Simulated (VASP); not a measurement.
# Zn7O (P-6m2) in VASP: single point with PBE

Aim: the single point of Zn7O with PBE.

Program: VASP 6.6.1. These are calculated values, not measurements. Logs are shortened: lines on timing, memory, paths and dates and some standing lists are left out, and cuts for length are marked.

### Step 1. The cell of the first run

The structure is hexagonal, space group P-6m2 (No. 187). Conventional cell: a = 5.118 Å, b = 5.118 Å, c = 5.040 Å, α = 90.00°, β = 90.00°, γ = 120.00°. Within 3.4 Å of Zn (site symmetry mm2) lie 10 Zn at 2.55 to 2.93 Å and 2 O at 2.56 Å. Zn (site symmetry mm2) has 10 Zn at 2.52 to 2.93 Å and 2 O at 2.91 Å within 3.3 Å. Zn (site symmetry -6m2) has 12 Zn at 2.56 to 2.92 Å within 3.4 Å. O (site symmetry -6m2) has 12 Zn at 2.56 to 2.91 Å within 3.4 Å.

The cell was built from a structure type or drawn by symmetry, and may not be a known phase.

### Step 2. Single point, PBE

INCAR

```
ALGO     = Normal         # electronic algorithm
EDIFF    = 1E-6           # SCF threshold, eV
ENCUT    = 520            # plane-wave cutoff, eV
GGA      = PE             # functional
ISIF     = 2              # what is computed and relaxed
ISMEAR   = 0              # smearing method
LASPH    = True           # aspherical terms in the spheres
LCHARG   = True           # write CHGCAR
LELF     = True           # ELF
LREAL    = False          # projectors in reciprocal space
LVHAR    = True         
LWAVE    = False          # write WAVECAR
NBANDS   = 55             # bands
NELM     = 80             # most SCF steps
PREC     = Accurate       # precision mode
SIGMA    = 0.2            # smearing width, eV
```

KPOINTS

```
k-points
0
Gamma
  3 3 4
```

POSCAR

```
Zn7O
1.0
    5.1184067083      0.0000000000      0.0000000000
   -2.5592033542      4.4326702363      0.0000000000
    0.0000000000      0.0000000000      5.0402498559
Zn O
7 1
Direct
    0.1661489154      0.3322978307      0.0000000000
    0.1661489154      0.8338510846      0.0000000000
    0.6677021693      0.8338510846      0.0000000000
    0.9948154350      0.4974077175      0.5000000000
    0.5025922825      0.4974077175      0.5000000000
    0.5025922825      0.0051845650      0.5000000000
    0.0000000000      0.0000000000      0.5000000000
    0.6666666667      0.3333333333      0.0000000000
```

Potentials or basis: VASP PAW PBE potentials, release 64 (Zn, O).

The run is started by

```sh
$ cat potpaw_PBE.64/Zn/POTCAR potpaw_PBE.64/O/POTCAR > POTCAR
$ mpirun -np 1 vasp_std > vasp.out
```

OUTCAR:

```text
EDIFF = 1E-6
   ENCUT = 520
   GGA = PE
   ISIF = 2
   ISMEAR = 0
   LASPH = True
   LREAL = False
   NELM = 80
   PREC = Accurate

 ion  position               nearest neighbor table
   1  0.166  0.332  0.000-   3 2.55   2 2.55   3 2.57   2 2.57   7 2.92   7 2.92   5 2.93   5 2.93
                             4 2.93   4 2.93
   2  0.166  0.834  0.000-   3 2.55   1 2.55   3 2.57   1 2.57   7 2.92   7 2.92   6 2.93   6 2.93
                             4 2.93   4 2.93
   3  0.668  0.834  0.000-   1 2.55   2 2.55   1 2.57   2 2.57   7 2.92   7 2.92   5 2.93   5 2.93
                             6 2.93   6 2.93
   4  0.995  0.497  0.500-   6 2.52   5 2.52   7 2.56   7 2.56   6 2.60   5 2.60   2 2.93   2 2.93
                             1 2.93   1 2.93
   5  0.503  0.497  0.500-   4 2.52   6 2.52   7 2.56   7 2.56   4 2.60   6 2.60   1 2.93   1 2.93
                             3 2.93   3 2.93
   6  0.503  0.005  0.500-   4 2.52   5 2.52   7 2.56   7 2.56   4 2.60   5 2.60   2 2.93   2 2.93
                             3 2.93   3 2.93
   7  0.000  0.000  0.500-   5 2.56   5 2.56   6 2.56   6 2.56   4 2.56   4 2.56   3 2.92   3 2.92
                             1 2.92   1 2.92   2 2.92   2 2.92
   8  0.667  0.333  0.000-

  LATTYP: Found a hexagonal cell.
 ALAT       =     5.1184067083
 C/A-ratio  =     0.9847302380

  Lattice vectors:

 A1 = (   5.1184067083,   0.0000000000,   0.0000000000)
 A2 = (  -2.5592033542,   4.4326702363,   0.0000000000)
 A3 = (   0.0000000000,   0.0000000000,   5.0402498559)

Analysis of symmetry for initial positions (statically):
=====================================================================
 Subroutine PRICEL returns:
 Original cell was already a primitive cell.

 Routine SETGRP: Setting up the symmetry group for a
 hexagonal supercell.

 Subroutine GETGRP returns: Found 12 space group operations
 (whereof 12 operations were pure point group operations)
 out of a pool of 24 trial point group operations.

The static configuration has the point symmetry D_3h.

Analysis of symmetry for dynamics (positions and initial velocities):
=====================================================================
 Subroutine PRICEL returns:
 Original cell was already a primitive cell.

 Routine SETGRP: Setting up the symmetry group for a
 hexagonal supercell.

 Subroutine GETGRP returns: Found 12 space group operations
 (whereof 12 operations were pure point group operations)
 out of a pool of 24 trial point group operations.

The dynamic configuration has the point symmetry D_3h.

 Subroutine INISYM returns: Found 12 space group operations
 (whereof 12 operations are pure point group operations),
 and found     1 'primitive' translations

----------------------------------------------------------------------------------------

                                     Primitive cell

  volume of cell :     114.3542

  direct lattice vectors                    reciprocal lattice vectors
     5.118406708  0.000000000  0.000000000     0.195373298  0.112798826  0.000000000
    -2.559203354  4.432670236  0.000000000     0.000000000  0.225597653  0.000000000
     0.000000000  0.000000000  5.040249856     0.000000000  0.000000000  0.198402863

  length of vectors
     5.118406708  5.118406708  5.040249856     0.225597653  0.225597653  0.198402863

  position of ions in fractional coordinates (direct lattice)
     0.166148915  0.332297831  0.000000000
     0.166148915  0.833851085  0.000000000
     0.667702169  0.833851085  0.000000000
     0.994815435  0.497407718  0.500000000
     0.502592282  0.497407718  0.500000000
     0.502592282  0.005184565  0.500000000
     0.000000000  0.000000000  0.500000000
     0.666666667  0.333333333  0.000000000

  ion indices of the primitive-cell ions
   primitive index   ion index
                 1           1
                 2           2
                 3           3
                 4           4
                 5           5
                 6           6
                 7           7
                 8           8

----------------------------------------------------------------------------------------

 KPOINTS: k-points

Automatic generation of k-mesh.
 Grid dimensions read from file:
 generate k-points for:    3    3    4

 Generating k-lattice:

  Cartesian coordinates                     Fractional coordinates (reciprocal lattice)
     0.065124433  0.037599609  0.000000000     0.333333333  0.000000000  0.000000000
     0.000000000  0.075199218  0.000000000     0.000000000  0.333333333  0.000000000
     0.000000000  0.000000000  0.049600716     0.000000000  0.000000000  0.250000000

  Length of vectors
     0.075199218  0.075199218  0.049600716

  Shift w.r.t. Gamma in fractional coordinates (k-lattice)
     0.000000000  0.000000000  0.000000000

 Subroutine IBZKPT returns following result:
 ===========================================

 Found      9 irreducible k-points:

 Following reciprocal coordinates:
            Coordinates               Weight
  0.000000  0.000000  0.000000      1.000000
  0.333333  0.000000  0.000000      6.000000
  0.333333  0.333333  0.000000      2.000000
  0.000000  0.000000  0.250000      2.000000
  0.333333  0.000000  0.250000     12.000000
  0.333333  0.333333  0.250000      4.000000
  0.000000  0.000000  0.500000      1.000000
  0.333333  0.000000  0.500000      6.000000
  0.333333  0.333333  0.500000      2.000000
   k-points           NKPTS =      9   k-points in BZ     NKDIM =      9   number of bands    NBANDS=     55
   number of dos      NEDOS =    301   number of ions     NIONS =      8
   total plane-waves  NPLWV =  64000
   dimension x,y,z NGX =    40 NGY =   40 NGZ =   40
   dimension x,y,z NGXF=    80 NGYF=   80 NGZF=   80
   ions per type =               7   1
   NGX,Y,Z   is equivalent  to a cutoff of  12.99, 12.99, 13.19 a.u.
   NGXF,Y,Z  is equivalent  to a cutoff of  25.98, 25.98, 26.39 a.u.
 SYSTEM =  unknown system
   PREC   = accura    normal or accurate (medium, high low for compatibility)
   ISTART =      0    job   : 0-new  1-cont  2-samecut
   ICHARG =      2    charge: 1-file 2-atom 10-const
   ISPIN  =      1    spin polarized calculation?
   LNONCOLLINEAR =      F non collinear calculations
   LSORBIT =      F    spin-orbit coupling
   LASPH  =      T    aspherical Exc in radial PAW
   ENCUT  =  520.0 eV  38.22 Ry    6.18 a.u.   9.52  9.52  9.37*2*pi/ulx,y,z
   NELM   =     80;   NELMIN=  2; NELMDL= -5     # of ELM steps
   EDIFF  = 0.1E-05   stopping-criterion for ELM
   LREAL  =      F    real-space projection
[... 7 lines left out ...]
   TEBEG  =    0.0;   TEEND  =   0.0 temperature during run
   PSTRESS=    0.0 pullay stress
   NELECT =      90.0000    total number of electrons
   NUPDOWN=      -1.0000    fix difference up-down
   EMIN   =  10.00;   EMAX   =-10.00  energy-range for DOS
   EFERMI =   0.00;   METHOD = LEGACY
   ISMEAR =     0;   SIGMA  =   0.20  broadening in eV -4-tet -1-fermi 0-gaus
   EFERMI_NEDOS =   21; number of points for ismear=-14 and -15
   IALGO  =     38    algorithm
   IMIX   =      4    mixing-type and parameters
     AMIX     =   0.40;   BMIX     =  1.00
     AMIX_MAG =   1.60;   BMIX_MAG =  1.00
  volume/ion in A,a.u.               =      14.29        96.46
  Fermi-wavevector in a.u.,A,eV,Ry     =   1.511489  2.856299 31.083844  2.284598
  Thomas-Fermi vector in A             =   2.621539
   LORBIT       =      0    0 simple, 1 ext, 2 COOP (PROOUT), +10 PAW based schemes
   GGA     = PE    functional components
   LHFCALC =     F    Hartree Fock is set to
   AEXX    =    0.0000 exact exchange contribution
   IVDW    =     0    specifies the selected vdW correction
   LEPSILON=     F    determine dielectric tensor
   LRPA    =     F    only Hartree local field effects (RPA)
 non-spin polarized calculation
 Gauss-broadening in eV      SIGMA  =   0.20
  energy-cutoff  :      520.00
  volume of cell :      114.35
 maximum number of plane-waves:      3109
 NGX is ok and might be reduce to    40
   NGX = 19   NGY = 19   NGZ = 19

 number of electron      90.0000037 magnetization

 Free energy of the ion-electron system (eV)
  ---------------------------------------------------
  ext. energy  EPLUGINS =         0.00000000
  ---------------------------------------------------
  free energy    TOTEN  =       -13.24032058 eV

  energy without entropy =      -13.21430554  energy(sigma->0) =      -13.22731306

 E-fermi :   2.7788     XC(G=0): -11.5197

 val. band max:        2.7308851756   @ k =   0.0000   0.0000   0.5000
 cond. band min:       2.7836108506   @ k =   0.3333   0.3333   0.2500
 fundamental gap:      0.0527256749
 Fermi energy:         2.7787866009

 k-point     1 :       0.0000    0.0000    0.0000
  band No.  band energies     occupation
      1     -14.0430      2.00000
      2      -6.9748      2.00000
      3      -5.7803      2.00000
      4      -5.6839      2.00000
      5      -5.6839      2.00000
      6      -5.6008      2.00000
[... 47 lines left out ...]
     54       8.1882      0.00000
     55       9.3504      0.00000

 k-point     2 :       0.3333    0.0000    0.0000
  band No.  band energies     occupation
      1     -13.9974      2.00000
      2      -6.3307      2.00000
      3      -5.5665      2.00000
      4      -5.4826      2.00000
      5      -5.3789      2.00000
      6      -5.3118      2.00000
[... 47 lines left out ...]
     54       8.6192      0.00000
     55       9.9938      0.00000

 k-point     3 :       0.3333    0.3333    0.0000
  band No.  band energies     occupation
      1     -13.9745      2.00000
      2      -5.4376      2.00000
      3      -5.4098      2.00000
      4      -5.1666      2.00000
      5      -5.1439      2.00000
      6      -5.1149      2.00000
[... 282 lines left out ...]
 k-point     8 :       0.3333    0.0000    0.5000
  band No.  band energies     occupation
      1     -13.9800      2.00000
      2      -5.8617      2.00000
      3      -5.5358      2.00000
      4      -5.5300      2.00000
      5      -5.3461      2.00000
      6      -5.3341      2.00000
[... 47 lines left out ...]
     54       9.1560      0.00000
     55      10.5397      0.00000

 k-point     9 :       0.3333    0.3333    0.5000
  band No.  band energies     occupation
      1     -13.9594      2.00000
      2      -5.1882      2.00000
      3      -5.1701      2.00000
      4      -5.1024      2.00000
      5      -5.1019      2.00000
      6      -5.0860      2.00000
[... 47 lines left out ...]
     54       9.8304      0.00000
     55       9.9361      0.00000

------------------------ aborting loop because EDIFF is reached ----------------------------------------

  FORCE on cell =-STRESS in cart. coord.  units (eV):
  Direction    XX          YY          ZZ          XY          YZ          ZX
  --------------------------------------------------------------------------------------
  -------------------------------------------------------------------------------------
  Total        0.3420747      0.3420747      0.4415623     -0.0000000      0.0000000      0.0000000
  in kB        4.7926892      4.7926892      6.1865745     -0.0000000      0.0000000      0.0000000
  external PRESSURE =       5.2573176 kB  Pullay stress =       0.0000000 kB

 VOLUME and BASIS-vectors are now :
 -----------------------------------------------------------------------------
  energy-cutoff  :      520.00
  volume of cell :      114.35
      direct lattice vectors                 reciprocal lattice vectors
     5.118406708  0.000000000  0.000000000     0.195373298  0.112798826  0.000000000
    -2.559203354  4.432670236  0.000000000     0.000000000  0.225597653  0.000000000
     0.000000000  0.000000000  5.040249856     0.000000000  0.000000000  0.198402863

 POSITION                                       TOTAL-FORCE (eV/Angst)
 -----------------------------------------------------------------------------------
      0.00000      1.47297      0.00000        -0.000000      0.008981      0.000000
     -1.28358      3.69619      0.00000         0.007778     -0.004490      0.000000
      1.28358      3.69619      0.00000        -0.007778     -0.004490      0.000000
      3.81890      2.20484      2.52012         0.046194      0.026670      0.000000
      1.29950      2.20484      2.52012        -0.046194      0.026670      0.000000
      2.55920      0.02298      2.52012         0.000000     -0.053341     -0.000000
      0.00000      0.00000      2.52012        -0.000000     -0.000000     -0.000000
      2.55920      1.47756      0.00000        -0.000000     -0.000000     -0.000000
 -----------------------------------------------------------------------------------
    total drift:                                0.000010     -0.000006     -0.000000

  FREE ENERGIE OF THE ION-ELECTRON SYSTEM (eV)
  ---------------------------------------------------
  free  energy   TOTEN  =       -13.2403205756 eV

  energy  without entropy=      -13.2143055394  energy(sigma->0) =      -13.22731306
```

It took 2.1 min on 1 thread of AMD EPYC 7R13, shared host; peak memory 0.22 GiB.

Results:

* Free energy: -13.2403 eV
* Pressure: 0.5 GPa
* Largest force: 0.053 eV/Å
* Band gap on the k mesh: zero (bands 45 and 46 overlap by 0.26 eV)

Forces in eV/Å, atoms in the order of the input:
```
Zn   0.000  0.009  0.000
Zn   0.008 -0.004  0.000
Zn  -0.008 -0.004  0.000
Zn   0.046  0.027  0.000
Zn  -0.046  0.027  0.000
Zn   0.000 -0.053  0.000
Zn   0.000  0.000  0.000
O    0.000  0.000  0.000
```

Levels at points of the mesh, in eV from the Fermi level:
| k point | band 41 | band 42 | band 43 | band 44 | band 45 | band 46 | band 47 | band 48 | band 49 | band 50 |
| --- | --- | --- | --- | --- | --- | --- | --- | --- | --- | --- |
| (0.00, 0.00, 0.00) | -2.98 | -2.26 | -1.87 | -1.87 | -0.57 | 0.09 | 1.02 | 1.02 | 3.43 | 4.24 |
| (0.00, 0.00, 0.50) | -2.46 | -1.60 | -1.60 | -1.54 | -0.05 | 0.91 | 0.91 | 0.99 | 0.99 | 1.35 |

Caveat: the k points lie up to 0.47 Å⁻¹ apart; semilocal functionals underestimate gaps, so a narrow gap can read as zero.
